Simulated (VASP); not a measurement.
Wanted: the native input for a VASP 6.6.1 run.

```
Task                   : single point
Functional             : PBEsol
Potentials or basis    : VASP PAW PBE potentials, release 64 (Ge_d)
Cutoff                 : 520 eV
k mesh                 : 24 × 24 × 22
Occupations            : gaussian, width 0.15 eV
Spin                   : no spin polarisation
Dipole correction      : no
Further INCAR settings : ALGO = Normal; EDIFF = 1e-06; NBANDS = 13
```

The structure of Ge lies in POSCAR:

```
Ge
1.0
    1.4240837833     -2.5950862784      0.0000000000
    1.4240837833      2.5950862784      0.0000000000
    0.0000000000      0.0000000000      2.7220096156
Ge
1
Direct
    0.5000000000      0.5000000000      0.0000000000
```

This cell differs from its parent crystal: strain +0.030 along x and y, +0.030 along z.

The input as run:

INCAR

```
SYSTEM = Ge
  PREC = Accurate
  ENCUT = 520
  EDIFF = 1E-6
  ISMEAR = 0
  SIGMA = 0.15
  LREAL = .False.
  LASPH = .True.
  NELM = 100
  ALGO = Normal
  ISIF = 2
  LWAVE = .False.
  LCHARG = .False.
  GGA = PS
  NBANDS = 13
```

KPOINTS

```
Automatic mesh
0
Gamma
  24 24 22
  0 0 0
```

Potentials or basis: VASP PAW PBE potentials, release 64 (Ge_d).

The run is started by

```bash
$ cat potpaw_PBE.64/Ge_d/POTCAR > POTCAR
$ mpirun -np 1 vasp_std > vasp.out
```

Results of the run:

```
Pressure               : -5.7 GPa
Band gap on the k mesh : zero (bands 7 and 8 overlap by 9.77 eV)
```

Caveat: the cell differs from its parent crystal (strain +0.030 along x and y, +0.030 along z); the cell stands under tension; the PAW data sets were made with another functional, which shifts forces and pressure a little.

Wall time 3.3 min on 1 thread of Intel(R) Xeon(R) Platinum 8259CL CPU @ 2.50GHz (Skylake/Cascade Lake) (shared host), peak memory 0.53 GiB.
